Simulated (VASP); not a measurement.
# KF (R-3m) in VASP: notebook

The runs below take KF through single point, with PBE.

Everything below comes from runs of VASP 6.6.1. Logs are shortened: lines on timing, memory, paths and dates and some standing lists are left out, and cuts for length are marked.

## (1) The cell of the first run

Symmetry: R-3m, No. 166, trigonal system. Conventional cell: a = 3.852 Å, b = 3.852 Å, c = 9.744 Å, α = 90.00°, β = 90.00°, γ = 120.00°. Within 3.6 Å of K (site symmetry -3m) lie 6 F at 2.75 Å. F (site symmetry -3m) has 6 K at 2.75 Å within 3.6 Å.

## (2) Single point, PBE (20.87 Å³/atom)

Input file INCAR:

```
PREC = Accurate
ENCUT = 520
EDIFF = 1E-6
ISMEAR = 0
SIGMA = 0.05
LREAL = F
LASPH = T
NELM = 100
ALGO = Normal
ISIF = 2
LWAVE = F
LCHARG = F
GGA = PE
NBANDS = 15
```

Input file KPOINTS:

```
Automatic mesh
0
Gamma
  8 8 8
```

Input file POSCAR:

```
KF
1.0
    0.0592001923      2.7831354188      2.7831354188
    2.7831354188      0.0592001923      2.7831354188
    2.7831354188      2.7831354188      0.0592001923
K F
1 1
Direct
    0.0000000000      0.0000000000      0.0000000000
    0.5000000000      0.5000000000      0.5000000000
```

Potentials or basis: VASP PAW PBE potentials, release 64 (K_sv, F).

On the command line:

```sh
$ cat potpaw_PBE.64/K_sv/POTCAR potpaw_PBE.64/F/POTCAR > POTCAR
$ mpirun -np 1 vasp_std > vasp.out
```

OUTCAR:

```text
PREC = Accurate
   ENCUT = 520
   EDIFF = 1E-6
   ISMEAR = 0
   LREAL = F
   LASPH = T
   NELM = 100
   ISIF = 2
   GGA = PE

 ion  position               nearest neighbor table
   1  0.000  0.000  0.000-   2 2.75   2 2.75   2 2.75   2 2.75   2 2.75   2 2.75
   2  0.500  0.500  0.500-   1 2.75   1 2.75   1 2.75   1 2.75   1 2.75   1 2.75

  LATTYP: Found a trigonal (rhomboedric) cell.
 ALAT       =     3.9363930421
 COS(alpha) =     0.5211531429

  Lattice vectors:

 A1 = (   0.0592001923,   2.7831354188,   2.7831354188)
 A2 = (   2.7831354188,   0.0592001923,   2.7831354188)
 A3 = (   2.7831354188,   2.7831354188,   0.0592001923)

Analysis of symmetry for initial positions (statically):
=====================================================================
 Subroutine PRICEL returns:
 Original cell was already a primitive cell.

 Routine SETGRP: Setting up the symmetry group for a
 trigonal (rhombohedral) supercell.

 Subroutine GETGRP returns: Found 12 space group operations
 (whereof 12 operations were pure point group operations)
 out of a pool of 12 trial point group operations.

The static configuration has the point symmetry D_3d.

Analysis of symmetry for dynamics (positions and initial velocities):
=====================================================================
 Subroutine PRICEL returns:
 Original cell was already a primitive cell.

 Routine SETGRP: Setting up the symmetry group for a
 trigonal (rhombohedral) supercell.

 Subroutine GETGRP returns: Found 12 space group operations
 (whereof 12 operations were pure point group operations)
 out of a pool of 12 trial point group operations.

The dynamic configuration has the point symmetry D_3d.

 Subroutine INISYM returns: Found 12 space group operations
 (whereof 12 operations are pure point group operations),
 and found     1 'primitive' translations

----------------------------------------------------------------------------------------

                                     Primitive cell

  volume of cell :      41.7400

  direct lattice vectors                    reciprocal lattice vectors
     0.059200192  2.783135419  2.783135419    -0.185489653  0.181626272  0.181626272
     2.783135419  0.059200192  2.783135419     0.181626272 -0.185489653  0.181626272
     2.783135419  2.783135419  0.059200192     0.181626272  0.181626272 -0.185489653

  length of vectors
     3.936393042  3.936393042  3.936393042     0.316832159  0.316832159  0.316832159

  position of ions in fractional coordinates (direct lattice)
     0.000000000  0.000000000  0.000000000
     0.500000000  0.500000000  0.500000000

  ion indices of the primitive-cell ions
   primitive index   ion index
                 1           1
                 2           2

----------------------------------------------------------------------------------------

 KPOINTS: Automatic mesh

Automatic generation of k-mesh.
 Grid dimensions read from file:
 generate k-points for:    8    8    8

 Generating k-lattice:

  Cartesian coordinates                     Fractional coordinates (reciprocal lattice)
    -0.023186207  0.022703284  0.022703284     0.125000000  0.000000000  0.000000000
     0.022703284 -0.023186207  0.022703284     0.000000000  0.125000000  0.000000000
     0.022703284  0.022703284 -0.023186207     0.000000000  0.000000000  0.125000000

  Length of vectors
     0.039604020  0.039604020  0.039604020

  Shift w.r.t. Gamma in fractional coordinates (k-lattice)
     0.000000000  0.000000000  0.000000000

 Subroutine IBZKPT returns following result:
 ===========================================

 Found     65 irreducible k-points:

 Following reciprocal coordinates:
            Coordinates               Weight
  0.000000  0.000000  0.000000      1.000000
  0.125000  0.000000  0.000000      6.000000
  0.250000  0.000000  0.000000      6.000000
  0.375000  0.000000  0.000000      6.000000
  0.500000  0.000000  0.000000      3.000000
  0.125000  0.125000  0.000000      6.000000
[... 16 lines left out ...]
  0.250000  0.125000  0.125000      6.000000
  0.375000  0.125000  0.125000      6.000000
 [... further k-points ...]
   k-points           NKPTS =     65   k-points in BZ     NKDIM =     65   number of bands    NBANDS=     15
   number of dos      NEDOS =    301   number of ions     NIONS =      2
   total plane-waves  NPLWV =  27000
   dimension x,y,z NGX =    30 NGY =   30 NGZ =   30
   dimension x,y,z NGXF=    60 NGYF=   60 NGZF=   60
   ions per type =               1   1
   NGX,Y,Z   is equivalent  to a cutoff of  12.67, 12.67, 12.67 a.u.
   NGXF,Y,Z  is equivalent  to a cutoff of  25.34, 25.34, 25.34 a.u.
 SYSTEM =  unknown system
   PREC   = accura    normal or accurate (medium, high low for compatibility)
   ISTART =      0    job   : 0-new  1-cont  2-samecut
   ICHARG =      2    charge: 1-file 2-atom 10-const
   ISPIN  =      1    spin polarized calculation?
   LNONCOLLINEAR =      F non collinear calculations
   LSORBIT =      F    spin-orbit coupling
   LASPH  =      T    aspherical Exc in radial PAW
   ENCUT  =  520.0 eV  38.22 Ry    6.18 a.u.   7.32  7.32  7.32*2*pi/ulx,y,z
   NELM   =    100;   NELMIN=  2; NELMDL= -5     # of ELM steps
   EDIFF  = 0.1E-05   stopping-criterion for ELM
   LREAL  =      F    real-space projection
   EDIFFG = 0.1E-04   stopping-criterion for IOM
   NSW    =      0    number of steps for IOM
   IBRION =     -1    ionic relax: 0-MD 1-quasi-New 2-CG
   NFREE  =      0    steps in history (QN), initial steepest desc. (CG)
   ISIF   =      2    stress and relaxation
   ISYM   =      2    0-nonsym 1-usesym 2-fastsym
   POTIM  = 0.5000    time-step for ionic-motion
   TEBEG  =    0.0;   TEEND  =   0.0 temperature during run
   PSTRESS=    0.0 pullay stress
   NELECT =      16.0000    total number of electrons
   NUPDOWN=      -1.0000    fix difference up-down
   EMIN   =  10.00;   EMAX   =-10.00  energy-range for DOS
   EFERMI =   0.00;   METHOD = LEGACY
   ISMEAR =     0;   SIGMA  =   0.05  broadening in eV -4-tet -1-fermi 0-gaus
   EFERMI_NEDOS =   21; number of points for ismear=-14 and -15
   IALGO  =     38    algorithm
   IMIX   =      4    mixing-type and parameters
     AMIX     =   0.40;   BMIX     =  1.00
     AMIX_MAG =   1.60;   BMIX_MAG =  1.00
  volume/ion in A,a.u.               =      20.87       140.84
  Fermi-wavevector in a.u.,A,eV,Ry     =   1.189225  2.247309 19.242121  1.414256
  Thomas-Fermi vector in A             =   2.325337
   LORBIT       =      0    0 simple, 1 ext, 2 COOP (PROOUT), +10 PAW based schemes
   GGA     = PE    functional components
   LHFCALC =     F    Hartree Fock is set to
   AEXX    =    0.0000 exact exchange contribution
   IVDW    =     0    specifies the selected vdW correction
   LEPSILON=     F    determine dielectric tensor
   LRPA    =     F    only Hartree local field effects (RPA)
 non-spin polarized calculation
 Gauss-broadening in eV      SIGMA  =   0.05
  energy-cutoff  :      520.00
  volume of cell :       41.74
 maximum number of plane-waves:      1136
 NGX is ok and might be reduce to    30
   NGX = 15   NGY = 15   NGZ = 15

 number of electron      15.9999996 magnetization

 Free energy of the ion-electron system (eV)
  ---------------------------------------------------
  ext. energy  EPLUGINS =         0.00000000
  ---------------------------------------------------
  free energy    TOTEN  =        -8.29128935 eV

  energy without entropy =       -8.29128935  energy(sigma->0) =       -8.29128935

 E-fermi :  -2.7992     XC(G=0):  -8.0054

 val. band max:       -3.0104186508   @ k =   0.0000   0.0000   0.0000
 cond. band min:       2.6909819463   @ k =   0.0000   0.0000   0.0000
 fundamental gap:      5.7014005971
 Fermi energy:        -2.7992265492

 k-point     1 :       0.0000    0.0000    0.0000
  band No.  band energies     occupation
      1     -29.4299      2.00000
      2     -21.6314      2.00000
      3     -12.7396      2.00000
      4     -12.7336      2.00000
      5     -12.7336      2.00000
      6      -3.0442      2.00000
      7      -3.0104      2.00000
      8      -3.0104      2.00000
      9       2.6910      0.00000
     10       7.2033      0.00000
     11       7.4865      0.00000
     12       7.4865      0.00000
     13       8.9578      0.00000
     14       8.9578      0.00000
     15      13.3137      0.00000

 k-point     2 :       0.1250    0.0000    0.0000
  band No.  band energies     occupation
      1     -29.4206      2.00000
      2     -21.6384      2.00000
      3     -12.7699      2.00000
      4     -12.7427      2.00000
      5     -12.7397      2.00000
      6      -3.1399      2.00000
      7      -3.0840      2.00000
      8      -3.0525      2.00000
      9       3.0978      0.00000
     10       7.1783      0.00000
     11       7.4414      0.00000
     12       7.6904      0.00000
     13       9.0653      0.00000
     14       9.0724      0.00000
     15      14.0237      0.00000

 k-point     3 :       0.2500    0.0000    0.0000
  band No.  band energies     occupation
      1     -29.3982      2.00000
      2     -21.6553      2.00000
      3     -12.8557      2.00000
      4     -12.7545      2.00000
      5     -12.7512      2.00000
      6      -3.4032      2.00000
      7      -3.1908      2.00000
      8      -3.1523      2.00000
      9       4.1301      0.00000
     10       6.7972      0.00000
     11       7.9023      0.00000
     12       8.1872      0.00000
     13       9.4221      0.00000
     14       9.4520      0.00000
     15      14.8230      0.00000

 k-point     4 :       0.3750    0.0000    0.0000
  band No.  band energies     occupation
      1     -29.3756      2.00000
      2     -21.6725      2.00000
      3     -12.9404      2.00000
      4     -12.7691      2.00000
      5     -12.7595      2.00000
      6      -3.6320      2.00000
      7      -3.2939      2.00000
      8      -3.2495      2.00000
      9       5.2654      0.00000
     10       6.7254      0.00000
     11       8.3418      0.00000
     12       8.6202      0.00000
     13      10.1056      0.00000
     14      10.1874      0.00000
     15      13.1744      0.00000
[... 307 lines left out ...]
 k-point    22 :       0.1250    0.1250    0.1250
  band No.  band energies     occupation
      1     -29.4218      2.00000
      2     -21.6395      2.00000
      3     -12.7679      2.00000
      4     -12.7373      2.00000
      5     -12.7373      2.00000
      6      -3.1638      2.00000
      7      -3.0492      2.00000
      8      -3.0492      2.00000
      9       3.0728      0.00000
     10       7.0126      0.00000
     11       7.6545      0.00000
     12       7.6545      0.00000
     13       9.0910      0.00000
     14       9.0910      0.00000
     15      13.9190      0.00000

 k-point    23 :       0.2500    0.1250    0.1250
  band No.  band energies     occupation
      1     -29.4088      2.00000
      2     -21.6488      2.00000
      3     -12.7925      2.00000
      4     -12.7852      2.00000
      5     -12.7347      2.00000
      6      -3.3207      2.00000
      7      -3.1321      2.00000
      8      -3.0638      2.00000
      9       3.6544      0.00000
     10       6.7795      0.00000
     11       7.8842      0.00000
     12       7.9435      0.00000
     13       9.2568      0.00000
     14       9.3132      0.00000
     15      14.7389      0.00000

 k-point    24 :       0.3750    0.1250    0.1250
  band No.  band energies     occupation
      1     -29.3866      2.00000
      2     -21.6625      2.00000
      3     -12.8841      2.00000
      4     -12.8061      2.00000
      5     -12.7497      2.00000
      6      -3.5101      2.00000
      7      -3.2265      2.00000
      8      -3.1578      2.00000
      9       4.7052      0.00000
     10       6.5892      0.00000
     11       8.2020      0.00000
     12       8.4169      0.00000
     13       9.5969      0.00000
     14       9.9297      0.00000
     15      14.0302      0.00000

 [... further k-points ...]

------------------------ aborting loop because EDIFF is reached ----------------------------------------

  FORCE on cell =-STRESS in cart. coord.  units (eV):
  Direction    XX          YY          ZZ          XY          YZ          ZX
  --------------------------------------------------------------------------------------
  -------------------------------------------------------------------------------------
  Total       -0.3243380     -0.3243380     -0.3243380     -0.0817383     -0.0817383     -0.0817383
  in kB      -12.4496157    -12.4496157    -12.4496157     -3.1375013     -3.1375013     -3.1375013
  external PRESSURE =     -12.4496157 kB  Pullay stress =       0.0000000 kB

 VOLUME and BASIS-vectors are now :
 -----------------------------------------------------------------------------
  energy-cutoff  :      520.00
  volume of cell :       41.74
      direct lattice vectors                 reciprocal lattice vectors
     0.059200192  2.783135419  2.783135419    -0.185489653  0.181626272  0.181626272
     2.783135419  0.059200192  2.783135419     0.181626272 -0.185489653  0.181626272
     2.783135419  2.783135419  0.059200192     0.181626272  0.181626272 -0.185489653

 POSITION                                       TOTAL-FORCE (eV/Angst)
 -----------------------------------------------------------------------------------
      0.00000      0.00000      0.00000        -0.000000      0.000000      0.000000
      2.81274      2.81274      2.81274         0.000000     -0.000000     -0.000000
 -----------------------------------------------------------------------------------
    total drift:                                0.000000      0.000000      0.000000

  FREE ENERGIE OF THE ION-ELECTRON SYSTEM (eV)
  ---------------------------------------------------
  free  energy   TOTEN  =        -8.2912893541 eV

  energy  without entropy=       -8.2912893541  energy(sigma->0) =       -8.29128935
```

It took 34 s on 1 thread of Intel Xeon Platinum 8488C (Sapphire Rapids), shared host; peak memory 0.18 GiB.

Results:

* Free energy: -8.2913 eV
* Pressure: -1.2 GPa
* Band gap on the k mesh: 5.70 eV

Stress tensor (GPa, compression positive):
```
-1.24 -0.31 -0.31
-0.31 -1.24 -0.31
-0.31 -0.31 -1.24
```

Levels at points of the mesh, in eV from the valence-band top:
```
           k point  band 4  band 5  band 6  band 7  band 8  band 9  band 10  band 11  band 12  band 13
(0.00, 0.00, 0.00)   -9.72   -9.72   -0.03    0.00    0.00    5.70    10.21    10.50    10.50    11.97
(0.50, 0.00, 0.00)   -9.76   -9.75   -0.71   -0.33   -0.28    8.70     9.97    11.51    11.77    13.64
(0.50, 0.50, 0.00)   -9.89   -9.88   -0.26   -0.10   -0.07    8.09     9.79    11.10    13.10    13.64
(0.50, 0.50, 0.50)   -9.75   -9.75   -0.71   -0.26   -0.26    8.58     9.85    11.59    11.59    13.68
```

## (3) Single point, PBE (21.19 Å³/atom)

This run uses another cell than the first one, of 21.19 Å³/atom.

Input file INCAR:

```
SYSTEM = KF
PREC = Accurate ; ENCUT = 520
EDIFF = 1E-6 ; ISMEAR = 0
SIGMA = 0.05 ; LREAL = .False.
LASPH = .True. ; NELM = 60
ALGO = Normal ; ISIF = 2
LWAVE = .False. ; LCHARG = .True.
GGA = PE ; LELF = .True.
LVHAR = .True. ; NBANDS = 15
```

Input file KPOINTS:

```
regular mesh
0
Gamma
  8 8 8
  0 0 0
```

Input file POSCAR:

```
KF
1.0
    0.0297258429      2.7821187086      2.7821187086
    2.7821187086      0.0297258429      2.7821187086
    2.7821187086      2.7821187086      0.0297258429
K F
1 1
Direct
    0.0000000000      0.0000000000      0.0000000000
    0.5000000000      0.5000000000      0.5000000000
```

Potentials or basis: VASP PAW PBE potentials, release 64 (K_sv, F).

On the command line:

```sh
$ cat potpaw_PBE.64/K_sv/POTCAR potpaw_PBE.64/F/POTCAR > POTCAR
$ mpirun -np 1 vasp_std > vasp.out
```

It took 36 s on 1 thread of Intel Xeon Platinum 8488C (Sapphire Rapids), shared host; peak memory 0.19 GiB.

The run converged. Its results:

* Free energy: -8.2883 eV
* Pressure: -1.6 GPa
* Band gap on the k mesh: 5.64 eV

Stress tensor (GPa, compression positive):
```
-1.58 -0.15 -0.15
-0.15 -1.58 -0.15
-0.15 -0.15 -1.58
```

Levels at points of the mesh, in eV from the valence-band top:
| k point | band 4 | band 5 | band 6 | band 7 | band 8 | band 9 | band 10 | band 11 | band 12 | band 13 |
| --- | --- | --- | --- | --- | --- | --- | --- | --- | --- | --- |
| (0.00, 0.00, 0.00) | -9.77 | -9.77 | -0.02 | 0.00 | 0.00 | 5.64 | 10.27 | 10.42 | 10.42 | 11.91 |
| (0.50, 0.00, 0.00) | -9.80 | -9.80 | -0.69 | -0.29 | -0.27 | 8.63 | 9.85 | 11.50 | 11.64 | 13.59 |
| (0.50, 0.50, 0.00) | -9.92 | -9.92 | -0.26 | -0.09 | -0.07 | 8.08 | 9.72 | 10.99 | 13.04 | 13.57 |
| (0.50, 0.50, 0.50) | -9.80 | -9.80 | -0.69 | -0.26 | -0.26 | 8.57 | 9.80 | 11.55 | 11.55 | 13.60 |

(Continued in part 2 of 2.)
